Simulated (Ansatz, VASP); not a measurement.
**LiHfAu in VASP and in Ansatz**

```xyz
3
Lattice="-1.7207 1.7207 4.4690 1.7207 -1.7207 4.4690 1.7207 1.7207 -4.4690" Properties=species:S:1:pos:R:3 pbc="T T T"
Li    0.0000    0.0000    6.0700
Hf    0.0000    0.0000   -0.0072
Au    0.0000    0.0000    2.8752
```

Alike in both runs: functional PBE; k mesh 16 × 16 × 16; occupations fermi-dirac, width 0.15 eV; no spin polarisation.

Ansatz relaxed the structure, and its values are those at the end. VASP's run is a single point on that final structure, the one shown.

```csv
,VASP,Ansatz
version,VASP 6.6.1,Ansatz 0.2.0
potentials or method,"VASP PAW PBE potentials, release 64 (Li_sv, Hf_pv, Au), cutoff 520 eV","scalar-relativistic, plane waves, PAW"
valence electrons in the cell,24,48
```

```csv
,VASP,Ansatz,Ansatz less VASP
gap on the k mesh at the Fermi level (eV),none,none,-
rms of the force components (eV/Å),0.015,0.000,-0.0148
```

A gap of «none» marks a metal or a gap that the smearing closes. VASP's potentials hold 24 valence electrons a cell and Ansatz's 48, so a difference there can come from the potentials and not from the codes.

Neither program's run includes spin-orbit coupling. Noted on VASP's run: the cutoff is short for stress, so the pressure is rough.
